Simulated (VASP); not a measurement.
# WS2 in VASP: further runs

WS2 is run at these levels: PBE+D3(BJ); tasks: single point.

All numbers are computed with VASP 6.6.1; they aren't measurements. Logs are shortened: lines on timing, memory, paths and dates and some standing lists are left out, and cuts for length are marked.

**1. The cell of the first run**

The cell holds a slab with vacuum, 6 atoms: a = 3.160 Å, b = 3.160 Å, c = 23.804 Å, α = 90.00°, β = 90.00°, γ = 120.00°.

**2. Single point, PBE+D3(BJ) (layers slid over each other)**

File INCAR:

```
SYSTEM = WS2
PREC     = Accurate       ! precision mode
ENCUT    = 520            ! plane-wave cutoff, eV
EDIFF    = 1E-6           ! SCF threshold, eV
ISMEAR   = 0              ! smearing method
SIGMA    = 0.05           ! smearing width, eV
LREAL    = .False.        ! projectors in reciprocal space
LASPH    = .True.         ! aspherical terms in the spheres
NELM     = 100            ! most SCF steps
ALGO     = Normal         ! electronic algorithm
ISIF     = 2              ! what is computed and relaxed
LWAVE    = .False.        ! write WAVECAR
LCHARG   = .False.        ! write CHGCAR
LDIPOL   = .True.       
IDIPOL   = 3            
DIPOL    = 0.5 0.5 0.402
GGA      = PE             ! functional
IVDW     = 12             ! dispersion correction
NBANDS   = 35             ! bands
```

File KPOINTS:

```
regular mesh
0
Gamma
  9 9 1
  0 0 0
```

File POSCAR:

```
WS2
1.0
    3.1595457497      0.0000000000      0.0000000000
   -1.5797728749      2.7362468836      0.0000000000
    0.0000000000      0.0000000000     23.8042575719
S W
4 2
Direct
    0.3333333333      0.6666666667      0.1890418126
    0.3333333333      0.6666666667      0.3214605103
    0.3333333333      1.1666666667      0.4827761904
    0.3333333333      1.1666666667      0.6151948880
    0.6666666667      0.3333333333      0.2552511581
    0.0000000000      1.5000000000      0.5489855359
```

Potentials or basis: VASP PAW PBE potentials, release 64 (S, W_sv).

Launch:

```console
$ cat potpaw_PBE.64/S/POTCAR potpaw_PBE.64/W_sv/POTCAR > POTCAR
$ mpirun -np 1 vasp_std > vasp.out
```

OUTCAR:

```text
SYSTEM = WS2
   PREC = Accurate
   ENCUT = 520
   EDIFF = 1E-6
   ISMEAR = 0
   LREAL = .False.
   LASPH = .True.
   NELM = 100
   ISIF = 2
   GGA = PE
   IVDW = 12
 IVDW          = 12

 ion  position               nearest neighbor table
   1  0.333  0.667  0.189-   5 2.41   5 2.41   5 2.41
   2  0.333  0.667  0.321-   5 2.41   5 2.41   5 2.41
   3  0.333  0.167  0.483-   6 2.41   6 2.41   6 2.41
   4  0.333  0.167  0.615-   6 2.41   6 2.41   6 2.41
   5  0.667  0.333  0.255-   1 2.41   1 2.41   1 2.41   2 2.41   2 2.41   2 2.41
   6  0.000  0.500  0.549-   3 2.41   3 2.41   3 2.41   4 2.41   4 2.41   4 2.41

  LATTYP: Found a hexagonal cell.
 ALAT       =     3.1595457497
 C/A-ratio  =     7.5340759266

  Lattice vectors:

 A1 = (   3.1595457497,   0.0000000000,   0.0000000000)
 A2 = (  -1.5797728749,   2.7362468836,   0.0000000000)
 A3 = (   0.0000000000,   0.0000000000,  23.8042575719)

Analysis of symmetry for initial positions (statically):
=====================================================================
 Subroutine PRICEL returns:
 Original cell was already a primitive cell.

 Routine SETGRP: Setting up the symmetry group for a
 hexagonal supercell.

 Subroutine GETGRP returns: Found  4 space group operations
 (whereof  2 operations were pure point group operations)
 out of a pool of 24 trial point group operations.

The static configuration has the point symmetry C_1h.
 The point group associated with its full space group is C_2h.

Analysis of symmetry for dynamics (positions and initial velocities):
=====================================================================
 Subroutine PRICEL returns:
 Original cell was already a primitive cell.

 Routine SETGRP: Setting up the symmetry group for a
 hexagonal supercell.

 Subroutine GETGRP returns: Found  4 space group operations
 (whereof  2 operations were pure point group operations)
 out of a pool of 24 trial point group operations.

The dynamic configuration has the point symmetry C_1h.
 The point group associated with its full space group is C_2h.

 Subroutine INISYM returns: Found  4 space group operations
 (whereof  2 operations are pure point group operations),
 and found     1 'primitive' translations

----------------------------------------------------------------------------------------

                                     Primitive cell

  volume of cell :     205.7949

  direct lattice vectors                    reciprocal lattice vectors
     3.159545750  0.000000000  0.000000000     0.316501193  0.182732049  0.000000000
    -1.579772875  2.736246884  0.000000000     0.000000000  0.365464098  0.000000000
     0.000000000  0.000000000 23.804257572     0.000000000  0.000000000  0.042009292

  length of vectors
     3.159545750  3.159545750 23.804257572     0.365464098  0.365464098  0.042009292

  position of ions in fractional coordinates (direct lattice)
     0.333333333  0.666666667  0.189041813
     0.333333333  0.666666667  0.321460510
     0.333333333  0.166666667  0.482776190
     0.333333333  0.166666667  0.615194888
     0.666666667  0.333333333  0.255251158
     0.000000000  0.500000000  0.548985536

  ion indices of the primitive-cell ions
   primitive index   ion index
                 1           1
                 2           2
                 3           3
                 4           4
                 5           5
                 6           6

----------------------------------------------------------------------------------------

 KPOINTS: regular mesh

Automatic generation of k-mesh.
 Grid dimensions read from file:
 generate k-points for:    9    9    1

 Generating k-lattice:

  Cartesian coordinates                     Fractional coordinates (reciprocal lattice)
     0.035166799  0.020303561  0.000000000     0.111111111 -0.000000000  0.000000000
     0.000000000  0.040607122  0.000000000     0.000000000  0.111111111  0.000000000
     0.000000000  0.000000000  0.042009292     0.000000000  0.000000000  1.000000000

  Length of vectors
     0.040607122  0.040607122  0.042009292

  Shift w.r.t. Gamma in fractional coordinates (k-lattice)
     0.000000000  0.000000000  0.000000000

 Subroutine IBZKPT returns following result:
 ===========================================

 Found     25 irreducible k-points:

 Following reciprocal coordinates:
            Coordinates               Weight
  0.000000  0.000000  0.000000      1.000000
  0.111111 -0.000000  0.000000      2.000000
  0.000000  0.111111  0.000000      4.000000
  0.222222  0.000000  0.000000      2.000000
  0.000000  0.222222  0.000000      4.000000
  0.333333 -0.000000  0.000000      2.000000
[... 16 lines left out ...]
 -0.222222 -0.444444  0.000000      4.000000
  0.444444  0.333333  0.000000      4.000000
   k-points           NKPTS =     25   k-points in BZ     NKDIM =     25   number of bands    NBANDS=     35
   number of dos      NEDOS =    301   number of ions     NIONS =      6
   total plane-waves  NPLWV = 103680
   dimension x,y,z NGX =    24 NGY =   24 NGZ =  180
   dimension x,y,z NGXF=    48 NGYF=   48 NGZF=  360
   ions per type =               4   2
   NGX,Y,Z   is equivalent  to a cutoff of  12.63, 12.63, 12.57 a.u.
   NGXF,Y,Z  is equivalent  to a cutoff of  25.26, 25.26, 25.14 a.u.
 SYSTEM =  WS2
   PREC   = accura    normal or accurate (medium, high low for compatibility)
   ISTART =      0    job   : 0-new  1-cont  2-samecut
   ICHARG =      2    charge: 1-file 2-atom 10-const
   ISPIN  =      1    spin polarized calculation?
   LNONCOLLINEAR =      F non collinear calculations
   LSORBIT =      F    spin-orbit coupling
   LASPH  =      T    aspherical Exc in radial PAW
   ENCUT  =  520.0 eV  38.22 Ry    6.18 a.u.   5.87  5.87 44.26*2*pi/ulx,y,z
   NELM   =    100;   NELMIN=  2; NELMDL= -5     # of ELM steps
   EDIFF  = 0.1E-05   stopping-criterion for ELM
   LREAL  =      F    real-space projection
   EDIFFG = 0.1E-04   stopping-criterion for IOM
   NSW    =      0    number of steps for IOM
   IBRION =     -1    ionic relax: 0-MD 1-quasi-New 2-CG
   NFREE  =      0    steps in history (QN), initial steepest desc. (CG)
   ISIF   =      2    stress and relaxation
   ISYM   =      2    0-nonsym 1-usesym 2-fastsym
   POTIM  = 0.5000    time-step for ionic-motion
   TEBEG  =    0.0;   TEEND  =   0.0 temperature during run
   PSTRESS=    0.0 pullay stress
   NELECT =      52.0000    total number of electrons
   NUPDOWN=      -1.0000    fix difference up-down
   EMIN   =  10.00;   EMAX   =-10.00  energy-range for DOS
   EFERMI =   0.00;   METHOD = LEGACY
   ISMEAR =     0;   SIGMA  =   0.05  broadening in eV -4-tet -1-fermi 0-gaus
   EFERMI_NEDOS =   21; number of points for ismear=-14 and -15
   IALGO  =     38    algorithm
   IMIX   =      4    mixing-type and parameters
     AMIX     =   0.40;   BMIX     =  1.00
     AMIX_MAG =   1.60;   BMIX_MAG =  1.00
  volume/ion in A,a.u.               =      34.30       231.46
  Fermi-wavevector in a.u.,A,eV,Ry     =   1.034978  1.955825 14.574279  1.071179
  Thomas-Fermi vector in A             =   2.169299
   LORBIT       =      0    0 simple, 1 ext, 2 COOP (PROOUT), +10 PAW based schemes
   GGA     = PE    functional components
   LHFCALC =     F    Hartree Fock is set to
   AEXX    =    0.0000 exact exchange contribution
   IVDW    =    12    specifies the selected vdW correction
   LEPSILON=     F    determine dielectric tensor
   LRPA    =     F    only Hartree local field effects (RPA)
 non-spin polarized calculation
 Gauss-broadening in eV      SIGMA  =   0.05
  energy-cutoff  :      520.00
  volume of cell :      205.79
 maximum number of plane-waves:      5566
   NGX = 11   NGY = 11   NGZ = 89

 dipolmoment           0.000000      0.000000      0.000087 electrons x Angstroem

 number of electron      51.9999994 magnetization

 dipolmoment           0.000000      0.000000     -0.000005 electrons x Angstroem

 Free energy of the ion-electron system (eV)
  ---------------------------------------------------
  ext. energy  EPLUGINS =         0.00000000
  ---------------------------------------------------
  free energy    TOTEN  =       -47.33375778 eV

  energy without entropy =      -47.33375778  energy(sigma->0) =      -47.33375778

 E-fermi :   1.1250     XC(G=0):  -6.2095

 val. band max:        0.8687438947   @ k =   0.0000   0.0000   0.0000
 cond. band min:       2.7354895394   @ k =   0.3333   0.3333   0.0000
 fundamental gap:      1.8667456447
 Fermi energy:         1.1249668008

 k-point     1 :       0.0000    0.0000    0.0000
  band No.  band energies     occupation
      1     -73.1950      2.00000
      2     -73.1950      2.00000
      3     -37.4466      2.00000
      4     -37.4466      2.00000
      5     -37.2725      2.00000
      6     -37.2725      2.00000
[... 27 lines left out ...]
     34       3.8911      0.00000
     35       5.8458      0.00000

 k-point     2 :       0.1111   -0.0000    0.0000
  band No.  band energies     occupation
      1     -73.1928      2.00000
      2     -73.1928      2.00000
      3     -37.4389      2.00000
      4     -37.4389      2.00000
      5     -37.3152      2.00000
      6     -37.3152      2.00000
[... 27 lines left out ...]
     34       4.1202      0.00000
     35       6.2115      0.00000

 k-point     3 :       0.0000    0.1111    0.0000
  band No.  band energies     occupation
      1     -73.1928      2.00000
      2     -73.1928      2.00000
      3     -37.4389      2.00000
      4     -37.4389      2.00000
      5     -37.3152      2.00000
      6     -37.3152      2.00000
[... 27 lines left out ...]
     34       4.1110      0.00000
     35       6.2118      0.00000

 k-point     4 :       0.2222    0.0000    0.0000
  band No.  band energies     occupation
      1     -73.1873      2.00000
      2     -73.1873      2.00000
      3     -37.4221      2.00000
      4     -37.4221      2.00000
      5     -37.4194      2.00000
      6     -37.4193      2.00000
[... 27 lines left out ...]
     34       4.8188      0.00000
     35       6.9172      0.00000

 k-point     5 :       0.0000    0.2222    0.0000
  band No.  band energies     occupation
      1     -73.1873      2.00000
      2     -73.1873      2.00000
      3     -37.4221      2.00000
      4     -37.4221      2.00000
      5     -37.4194      2.00000
      6     -37.4193      2.00000
[... 638 lines left out ...]
 k-point    22 :       0.3333    0.2222    0.0000
  band No.  band energies     occupation
      1     -73.1753      2.00000
      2     -73.1752      2.00000
      3     -37.5755      2.00000
      4     -37.5754      2.00000
      5     -37.4408      2.00000
      6     -37.4408      2.00000
[... 27 lines left out ...]
     34       6.0895      0.00000
     35       6.9154      0.00000

 k-point    23 :      -0.2222   -0.4444    0.0000
  band No.  band energies     occupation
      1     -73.1753      2.00000
      2     -73.1752      2.00000
      3     -37.5755      2.00000
      4     -37.5755      2.00000
      5     -37.4408      2.00000
      6     -37.4408      2.00000
[... 27 lines left out ...]
     34       6.0925      0.00000
     35       7.0475      0.00000

 k-point    24 :       0.4444    0.3333    0.0000
  band No.  band energies     occupation
      1     -73.1753      2.00000
      2     -73.1752      2.00000
      3     -37.5755      2.00000
      4     -37.5754      2.00000
      5     -37.4408      2.00000
      6     -37.4408      2.00000
[... 27 lines left out ...]
     34       6.1126      0.00000
     35       7.0358      0.00000

 [... further k-points ...]

------------------------ aborting loop because EDIFF is reached ----------------------------------------

 vacuum level on the upper side and lower side of the slab       (xc-potential included)        -0.140        -0.141

 Edisp (eV)   -2.05352

 E8    (eV) :    -0.8930

  FORCE on cell =-STRESS in cart. coord.  units (eV):
  Direction    XX          YY          ZZ          XY          YZ          ZX
  --------------------------------------------------------------------------------------
  -------------------------------------------------------------------------------------
  Total      -0.19837    -0.18991    -0.66634    -0.00733     0.00615     0.01065
  in kB      -1.54441    -1.47847    -5.18767    -0.05710     0.04785     0.08288
  external pressure =       -2.74 kB  Pullay stress =        0.00 kB

 VOLUME and BASIS-vectors are now :
 -----------------------------------------------------------------------------
  energy-cutoff  :      520.00
  volume of cell :      205.79
      direct lattice vectors                 reciprocal lattice vectors
     3.159545750  0.000000000  0.000000000     0.316501193  0.182732049  0.000000000
    -1.579772875  2.736246884  0.000000000     0.000000000  0.365464098  0.000000000
     0.000000000  0.000000000 23.804257572     0.000000000  0.000000000  0.042009292

 POSITION                                       TOTAL-FORCE (eV/Angst)
 -----------------------------------------------------------------------------------
     -0.00000      1.82416      4.50000         0.000400      0.000231      0.003419
     -0.00000      1.82416      7.65213        -0.001306     -0.000754      0.071098
      0.78989      0.45604     11.49213         0.001306      0.000754     -0.071098
      0.78989      0.45604     14.64426        -0.000400     -0.000231     -0.003419
      1.57977      0.91208      6.07606        -0.001302     -0.000752      0.039594
     -0.78989      1.36812     13.06819         0.001302      0.000752     -0.039594
 -----------------------------------------------------------------------------------
    total drift:                                0.000000     -0.000000     -0.000525

  FREE ENERGIE OF THE ION-ELECTRON SYSTEM (eV)
  ---------------------------------------------------
  free  energy   TOTEN  =       -49.3872816948 eV

  energy  without entropy=      -49.3872816948  energy(sigma->0) =      -49.38728169

 vacuum level on the upper side and lower side of the slab         6.373         6.373
```

It took 7.4 min on 1 thread of Intel Xeon 8259CL, shared host; peak memory 0.4 GiB.

What came out:

```yaml
Free_energy: -49.3873 eV
Largest_force: 0.071 eV/Å
Band_gap_on_the_k_mesh: 1.87 eV (least direct gap 1.91 eV)
Dispersion_energy_per_atom: -0.342 eV
```

Forces in eV/Å, atoms in the order of the input:
```
S    0.000  0.000  0.003
S   -0.001 -0.001  0.071
S    0.001  0.001 -0.071
S    0.000  0.000 -0.003
W   -0.001 -0.001  0.040
W    0.001  0.001 -0.040
```

Levels at points of the mesh, in eV from the valence-band top:
```csv
k point,band 24,band 25,band 26,band 27,band 28,band 29
"(0.00, 0.00, 0.00)",-1.62,-0.33,0.00,2.87,2.88,2.88
```

Caveat: the cell differs from its parent crystal (layers slid over each other); spin-orbit coupling is left out, which moves the levels of the heavy elements.

**3. Single point, PBE+D3(BJ) (layers slid over each other)**

File INCAR:

```
SYSTEM = WS2
ALGO = Normal ; DIPOL = 0.5 0.5 0.402
EDIFF = 1E-6 ; ENCUT = 520
GGA = PE ; IDIPOL = 3
ISIF = 2 ; ISMEAR = 0
IVDW = 12 ; LASPH = .True.
LCHARG = .False. ; LDIPOL = .True.
LREAL = .False. ; LWAVE = .False.
NBANDS = 35 ; NELM = 80
PREC = Accurate ; SIGMA = 0.05
```

File KPOINTS:

```
k-points
0
Gamma
  9 9 1
  0 0 0
```

File POSCAR:

```
WS2
1.0
    3.1595457497      0.0000000000      0.0000000000
   -1.5797728749      2.7362468836      0.0000000000
    0.0000000000      0.0000000000     23.8042575719
S W
4 2
Direct
    0.3333333333      0.6666666667      0.1890418126
    0.3333333333      0.6666666667      0.3214605103
    0.5000000000      1.0000000000      0.4827761904
    0.5000000000      1.0000000000      0.6151948880
    0.6666666667      0.3333333333      0.2552511581
    0.1666666667      1.3333333333      0.5489855359
```

Potentials or basis: VASP PAW PBE potentials, release 64 (S, W_sv).

Launch:

```console
$ cat potpaw_PBE.64/S/POTCAR potpaw_PBE.64/W_sv/POTCAR > POTCAR
$ mpirun -np 1 vasp_std > vasp.out
```

Run time: 7.6 min. Hardware: 1 thread of Intel Xeon 8259CL, shared host; peak memory 0.41 GiB.

The run converged. Its results:

| Quantity | Value |
| --- | --- |
| Free energy | -49.3843 eV |
| Largest force | 0.063 eV/Å |
| Band gap on the k mesh | 1.86 eV (least direct gap 1.91 eV) |
| Dispersion energy per atom | -0.342 eV |

Forces on the atoms (eV/Å):
```
S    0.000  0.000  0.003
S    0.000 -0.007  0.062
S    0.000  0.007 -0.062
S    0.000  0.000 -0.003
W    0.000 -0.004  0.037
W    0.000  0.004 -0.037
```

Levels at points of the mesh, in eV from the valence-band top:
| k point | band 24 | band 25 | band 26 | band 27 | band 28 | band 29 |
| --- | --- | --- | --- | --- | --- | --- |
| (0.00, 0.00, 0.00) | -1.63 | -0.34 | 0.00 | 2.87 | 2.87 | 2.88 |

Caveat: the cell differs from its parent crystal (layers slid over each other); spin-orbit coupling is left out, which moves the levels of the heavy elements.

**4. Single point, PBE+D3(BJ) (layers slid over each other)**

File INCAR:

```
SYSTEM = WS2
  PREC = Accurate
  ENCUT = 520
  EDIFF = 1E-6
  ISMEAR = 0
  SIGMA = 0.05
  LREAL = .FALSE.
  LASPH = .TRUE.
  NELM = 80
  ALGO = Normal
  ISIF = 2
  LWAVE = .FALSE.
  LCHARG = .FALSE.
  LDIPOL = .TRUE.
  IDIPOL = 3
  DIPOL = 0.5 0.5 0.402
  GGA = PE
  IVDW = 12
  NBANDS = 35
```

File KPOINTS:

```
regular mesh
0
G
  9 9 1
  0 0 0
```

File POSCAR:

```
WS2
1.0
    3.1595457497      0.0000000000      0.0000000000
   -1.5797728749      2.7362468836      0.0000000000
    0.0000000000      0.0000000000     23.8042575719
S W
4 2
Direct
    0.3333333333      0.6666666667      0.1890418126
    0.3333333333      0.6666666667      0.3214605103
    0.6666666667      0.8333333333      0.4827761904
    0.6666666667      0.8333333333      0.6151948880
    0.6666666667      0.3333333333      0.2552511581
    0.3333333333      1.1666666667      0.5489855359
```

Launch:

```console
$ cat potpaw_PBE.64/S/POTCAR potpaw_PBE.64/W_sv/POTCAR > POTCAR
$ mpirun -np 1 vasp_std > vasp.out
```

Run time: 6.1 min. Hardware: 1 thread of Intel Xeon 8259CL, shared host; peak memory 0.4 GiB.

The run converged. Its results:

```yaml
Free_energy: -49.3833 eV
Largest_force: 0.060 eV/Å
Band_gap_on_the_k_mesh: 1.86 eV (least direct gap 1.92 eV)
Dispersion_energy_per_atom: -0.342 eV
```

Forces on the atoms (eV/Å):
```
S    0.000  0.000  0.003
S   -0.005 -0.003  0.059
S    0.005  0.003 -0.059
S    0.000  0.000 -0.003
W   -0.002 -0.001  0.038
W    0.002  0.001 -0.038
```

Levels at points of the mesh, in eV from the valence-band top:
```tsv
k point	band 22	band 23	band 24	band 25	band 26	band 27	band 28	band 29	band 30	band 31
(0.00, 0.00, 0.00)	-1.63	-1.63	-1.63	-0.34	0.00	2.87	2.87	2.87	2.87	3.00
```

Caveat: the cell differs from its parent crystal (layers slid over each other); spin-orbit coupling is left out, which moves the levels of the heavy elements.

**5. Summary**

| cell | gap on the mesh (eV) | largest force (eV/Å) |
| --- | --- | --- |
| as given, atomic positions A | 1.87 | 0.07 |
| as given, atomic positions B | 1.86 | 0.06 |
| as given, atomic positions C | 1.86 | 0.06 |

Alike in all rows: task single point; level PBE+D3(BJ); potentials or basis VASP PAW PBE potentials, release 64 (S, W_sv); no spin polarisation; k mesh 9 × 9 × 1; cutoff (eV) 520; smearing gaussian 0.05 eV.

Caveats: spin-orbit coupling is left out, which moves the levels of the heavy elements.

Total energies depend on the potentials used, so only differences within one code and one set of settings carry meaning.
